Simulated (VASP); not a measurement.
# Ni (P6_3/mmc) in VASP: relaxation of cell and atoms with PBEsol

Aim: the relaxation of cell and atoms of Ni with PBEsol.

All numbers are computed with VASP 6.6.1; they aren't measurements. Logs are shortened: lines on timing, memory, paths and dates and some standing lists are left out, and cuts for length are marked.

**1. The cell of the first run**

The structure is hexagonal, space group P6_3/mmc (No. 194). Conventional cell: a = 2.448 Å, b = 2.448 Å, c = 4.073 Å, α = 90.00°, β = 90.00°, γ = 120.00°. Within 3.2 Å of Ni (site symmetry -6m2) lie 12 Ni at 2.45 to 2.48 Å.

**2. Relaxation of cell and atoms, PBEsol, collinear spin, ferromagnetic start**

File INCAR:

```
  ALGO = Normal
  EDIFF = 1E-6
  EDIFFG = -0.005
  ENCUT = 600
  GGA = PS
  IBRION = 2
  ISIF = 3
  ISMEAR = 0
  ISPIN = 2
  LASPH = True
  LCHARG = False
  LMAXMIX = 4
  LORBIT = 11
  LREAL = False
  LWAVE = False
  MAGMOM = 0.71 0.71
  NELM = 150
  NSW = 100
  PREC = Accurate
  SIGMA = 0.1
```

File KPOINTS:

```
k-points
0
Gamma
  21 21 10
```

File POSCAR:

```
Ni
1.0
    2.4480228978      0.0000000000      0.0000000000
   -1.2240114489      2.1200500186      0.0000000000
    0.0000000000      0.0000000000      4.0728075700
Ni
2
Direct
    0.3333333300      0.6666666700      0.2500000000
    0.6666666700      0.3333333300      0.7500000000
```

Potentials or basis: VASP PAW PBE potentials, release 64 (Ni).

Started as:

```
> cat potpaw_PBE.64/Ni/POTCAR > POTCAR
> mpirun -np 1 vasp_std > vasp.out
```

OUTCAR:

```text
EDIFF = 1E-6
   EDIFFG = -0.005
   ENCUT = 600
   GGA = PS
   IBRION = 2
   ISIF = 3
   ISMEAR = 0
   ISPIN = 2
   LASPH = True
   LORBIT = 11
   LREAL = False
   NELM = 150
   NSW = 100
   PREC = Accurate

 ion  position               nearest neighbor table
   1  0.333  0.667  0.250-   2 2.48   2 2.48   2 2.48   2 2.48   2 2.48   2 2.48
   2  0.667  0.333  0.750-   1 2.48   1 2.48   1 2.48   1 2.48   1 2.48   1 2.48

  LATTYP: Found a hexagonal cell.
 ALAT       =     2.4480228978
 C/A-ratio  =     1.6637130207

  Lattice vectors:

 A1 = (   2.4480228978,   0.0000000000,   0.0000000000)
 A2 = (  -1.2240114489,   2.1200500186,   0.0000000000)
 A3 = (   0.0000000000,   0.0000000000,   4.0728075700)

Analysis of symmetry for initial positions (statically):
=====================================================================
 Subroutine PRICEL returns:
 Original cell was already a primitive cell.

 Routine SETGRP: Setting up the symmetry group for a
 hexagonal supercell.

 Subroutine GETGRP returns: Found 24 space group operations
 (whereof 12 operations were pure point group operations)
 out of a pool of 24 trial point group operations.

The static configuration has the point symmetry D_3d.
 The point group associated with its full space group is D_6h.

Analysis of symmetry for dynamics (positions and initial velocities):
=====================================================================
 Subroutine PRICEL returns:
 Original cell was already a primitive cell.

 Routine SETGRP: Setting up the symmetry group for a
 hexagonal supercell.

 Subroutine GETGRP returns: Found 24 space group operations
 (whereof 12 operations were pure point group operations)
 out of a pool of 24 trial point group operations.

The dynamic configuration has the point symmetry D_3d.
 The point group associated with its full space group is D_6h.

Analysis of structural, dynamic, and magnetic symmetry:
=====================================================================
 Subroutine PRICEL returns:
 Original cell was already a primitive cell.

 Routine SETGRP: Setting up the symmetry group for a
 hexagonal supercell.

 Subroutine GETGRP returns: Found 24 space group operations
 (whereof 12 operations were pure point group operations)
 out of a pool of 24 trial point group operations.

The overall configuration has the point symmetry D_3d.
 The point group associated with its full space group is D_6h.

 Subroutine INISYM returns: Found 24 space group operations
 (whereof 12 operations are pure point group operations),
 and found     1 'primitive' translations

[... 142 lines left out ...]
  free energy    TOTEN  =       -12.22221156 eV

  energy without entropy =      -12.20048390  energy(sigma->0) =      -12.21134773

------------------------ aborting loop because EDIFF is reached ----------------------------------------

  FORCE on cell =-STRESS in cart. coord.  units (eV):
  Direction    XX          YY          ZZ          XY          YZ          ZX
  --------------------------------------------------------------------------------------
  -------------------------------------------------------------------------------------
  Total       -0.3308437     -0.3308437     -0.7249987     -0.0000000      0.0000000      0.0000000
  in kB      -25.0771380    -25.0771380    -54.9531213     -0.0000000      0.0000000      0.0000000
  external PRESSURE =     -35.0357991 kB  Pullay stress =       0.0000000 kB
[... 23 lines left out ...]
--------------------------------------- Ionic step        2  -------------------------------------------

 number of electron      20.0000003 magnetization       1.2203552

 E-fermi :  10.1250     XC(G=0): -13.8103

 val. band max:       10.1247343079   @ k =   0.3333   0.0952   0.1000
 cond. band min:      10.1252794524   @ k =   0.1905   0.0000   0.5000
 fundamental gap:      0.0005451446
 Fermi energy:        10.1249650633

 spin component 1

 k-point     1 :       0.0000    0.0000    0.0000
  band No.  band energies     occupation
      1       0.5943      1.00000
      2       4.9031      1.00000
      3       7.5068      1.00000
      4       7.6294      1.00000
      5       7.6294      1.00000
      6       7.9206      1.00000
      7       7.9206      1.00000
      8       8.3967      1.00000
      9       8.3967      1.00000
     10       9.4172      1.00000
     11       9.4172      1.00000
     12       9.5457      1.00000
[... 918 lines left out ...]
  FREE ENERGIE OF THE ION-ELECTRON SYSTEM (eV)
  ---------------------------------------------------
  free  energy   TOTEN  =       -12.2267626016 eV

  energy  without entropy=      -12.2052822293  energy(sigma->0) =      -12.21602242

[... ionic steps 4 to 9 ...]

--------------------------------------- Ionic step       10  -------------------------------------------

 number of electron      19.9999999 magnetization       1.2385741

------------------------ aborting loop because EDIFF is reached ----------------------------------------
[... 67 lines left out ...]
--------------------------------------- Ionic step       12  -------------------------------------------

 number of electron      19.9999999 magnetization       1.2393346

 Free energy of the ion-electron system (eV)
  ---------------------------------------------------
  ext. energy  EPLUGINS =         0.00000000
  ---------------------------------------------------
  free energy    TOTEN  =       -12.22737977 eV

  energy without entropy =      -12.20552860  energy(sigma->0) =      -12.21645418

 E-fermi :   9.8567     XC(G=0): -13.7008

 val. band max:        9.8566582854   @ k =   0.2857   0.2381   0.0000
 cond. band min:       9.8571405817   @ k =   0.0476   0.0000   0.0000
 fundamental gap:      0.0004822963
 Fermi energy:         9.8567214949

 spin component 1

 k-point     1 :       0.0000    0.0000    0.0000
  band No.  band energies     occupation
      1       0.4546      1.00000
      2       4.7399      1.00000
      3       7.2949      1.00000
      4       7.4040      1.00000
      5       7.4040      1.00000
      6       7.6894      1.00000
      7       7.6894      1.00000
      8       8.1367      1.00000
      9       8.1367      1.00000
     10       9.1390      1.00000
     11       9.1390      1.00000
     12       9.3402      1.00000
[... 882 lines left out ...]
  FREE ENERGIE OF THE ION-ELECTRON SYSTEM (eV)
  ---------------------------------------------------
  free  energy   TOTEN  =       -12.2273797663 eV

  energy  without entropy=      -12.2055285983  energy(sigma->0) =      -12.21645418

 reached required accuracy - stopping structural energy minimisation

 total charge

# of ion       s       p       d       tot
------------------------------------------
    1        0.519   0.543   8.335   9.397
    2        0.519   0.543   8.335   9.397
--------------------------------------------------
tot          1.038   1.087  16.671  18.795

 magnetization (x)

# of ion       s       p       d       tot
------------------------------------------
    1       -0.005  -0.024   0.653   0.625
    2       -0.005  -0.024   0.653   0.625
--------------------------------------------------
tot         -0.010  -0.047   1.307   1.250
```

OSZICAR:

```text
N       E                     dE             d eps       ncg     rms          rms(c)
DAV:   1     0.916973564232E+02    0.91697E+02   -0.10432E+04 17736   0.210E+03
DAV:   2    -0.121113442659E+02   -0.10381E+03   -0.98965E+02 17357   0.290E+02
[... 92 lines left out ...]
       N       E                     dE             d eps       ncg     rms          rms(c)
DAV:   1    -0.122284069994E+02   -0.10812E-02   -0.92003E-03 17378   0.190E+00    0.273E-01
DAV:   2    -0.122277081399E+02    0.69886E-03   -0.58255E-03 17896   0.165E+00    0.143E-01
DAV:   3    -0.122274033172E+02    0.30482E-03   -0.99514E-04 17581   0.678E-01    0.418E-02
DAV:   4    -0.122273852118E+02    0.18105E-04   -0.58002E-06 20919   0.278E-02    0.211E-02
DAV:   5    -0.122273800175E+02    0.51943E-05   -0.17033E-06 16518   0.174E-02    0.504E-03
DAV:   6    -0.122273797663E+02    0.25113E-06   -0.49015E-07 10232   0.763E-03
  12 F= -.12227380E+02 E0= -.12216454E+02  d E =-.286518E-06  mag=     1.2391
```

CONTCAR:

```text
Ni
   1.00000000000000
     2.4454402863899833   -0.0000000000000000    0.0000000000000000
    -1.2227201431949917    2.1178134115106300   -0.0000000000000000
    -0.0000000000000000   -0.0000000000000000    4.0183752178175816
  Ni
     2
Direct
     0.3333333300000021    0.6666666699999979    0.2500000000000000
     0.6666666699999979    0.3333333300000021    0.7500000000000000

  0.00000000E+00  0.00000000E+00  0.00000000E+00
  0.00000000E+00  0.00000000E+00  0.00000000E+00
```

It took 7.6 min on 1 thread of Intel Xeon 6975P-C (Granite Rapids), shared host; peak memory 0.3 GiB.

What came out:

```yaml
Free_energy: -12.2274 eV
Relaxed_volume: 10.41 Å³/atom
Relaxed_cell: a = 2.445 Å, b = 2.445 Å, c = 4.018 Å, α = 90.00°, β = 90.00°, γ = 120.00°
Space_group_after_relaxing_to_0.05_Å: P6_3/mmc (No. 194)
Energy_gained_by_relaxing: 2.6 meV/atom
Ionic_steps: 12
Pressure_after_relaxing: 0.0 GPa
Net_moment: 1.24 μB per cell
Site_moments: Ni +0.62 μB
Valence_electrons_inside_the_program's_atomic_spheres: Ni 9.40
```

Step by step:
```
step  energy change (eV)  largest force (eV/Å)  pressure (GPa)  volume (Å³)
   1              0.0000                0.0000           -3.50        21.14
   2             -0.0004                0.0000            4.20        20.44
   3             -0.0046                0.0000            0.29        20.78
   4             -0.0046                0.0000            0.37        20.77
   5             -0.0051                0.0000            0.15        20.79
   6             -0.0051                0.0000            0.00        20.81
   7             -0.0052                0.0000            0.05        20.80
   8             -0.0052                0.0000            0.08        20.80
   9             -0.0052                0.0000            0.07        20.80
  10             -0.0052                0.0000            0.26        20.80
  11             -0.0051                0.0000           -0.45        20.85
  12             -0.0052                0.0000           -0.02        20.81
```

Final structure:
```
CELL_PARAMETERS angstrom
2.44544 0.00000 0.00000
-1.22272 2.11781 0.00000
0.00000 0.00000 4.01838
ATOMIC_POSITIONS crystal
Ni 0.33333 0.66667 0.25000
Ni 0.66667 0.33333 0.75000
```

Caveat: the PAW data sets were made with another functional, which shifts forces and pressure a little.
